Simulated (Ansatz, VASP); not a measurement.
# Pd: VASP beside Ansatz

```
Pd
1.0
     0.00000    1.95677    1.95677
     1.95677    0.00000    1.95677
     1.95677    1.95677    0.00000
Pd
1
Direct
  0.00000 0.00000 0.00000
```

Alike in both runs: task single point; functional r2SCAN; k mesh 14 × 14 × 14; occupations gaussian, width 0.1 eV; collinear spin.

```csv
,VASP,Ansatz
version,VASP 6.6.1,Ansatz 0.2.0
potentials or method,"VASP PAW PBE potentials, release 64 (Pd), cutoff 520 eV","plane waves (500 eV) with PAW, scalar-relativistic"
valence electrons in the cell,10,18
```

|  | VASP | Ansatz | Ansatz less VASP |
| --- | --- | --- | --- |
| pressure (GPa) | 0.7 | 0.0 | -0.65 |
| net moment per atom (μB) | 0.48 | 0.48 | -0.003 |
| size of the moment on the site where the two differ most (μB) | 0.49 | 0.50 | +0.009 |

VASP's potentials were made for PBE, not for r2SCAN. Site moments also hang on the region over which each program counts them. VASP's potentials hold 10 valence electrons a cell and Ansatz's 18, so a difference there can come from the potentials and not from the codes. Ansatz's warnings: stability check not made.
